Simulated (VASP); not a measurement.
# Rh: single point with PBEsol

Crystal: Rh.

```xyz
1
Lattice="0.0000 1.8065 1.8065 1.8065 0.0000 1.8065 1.8065 1.8065 0.0000" Properties=species:S:1:pos:R:3 pbc="T T T"
Rh    0.0000    0.0000    0.0000
```

This cell differs from its parent crystal: strain -0.050 along x and y, -0.050 along z.

```yaml
Program: VASP 6.6.1
Task: single point
Functional: PBEsol
Potentials_or_basis: VASP PAW PBE potentials, release 64 (Rh_pv)
Cutoff: 520 eV
k_mesh: 22 × 22 × 22
Occupations: gaussian, width 0.15 eV
Spin: no spin polarisation
```

```json
{"Pressure": "56.4 GPa"}
```

Levels at points of the mesh, in eV from the Fermi level:
```
           k point  band 4  band 5  band 6  band 7  band 8  band 9  band 10  band 11
(0.00, 0.00, 0.00)   -9.23   -3.93   -3.93   -3.93   -1.24   -1.24    15.68    19.93
(0.50, 0.00, 0.00)   -7.58   -4.04   -4.04    0.53    0.77    0.77    10.34    15.26
(0.50, 0.50, 0.00)   -7.97   -7.53    0.74    1.31    1.31    3.45    14.15    14.15
```

It took 32 s on 1 thread of AMD EPYC 9R45 96-Core Processor (Zen 5) (shared host), peak memory 0.13 GiB.

Caveat: the cell differs from its parent crystal (strain -0.050 along x and y, -0.050 along z); the PAW data sets were made with another functional, which shifts forces and pressure a little.
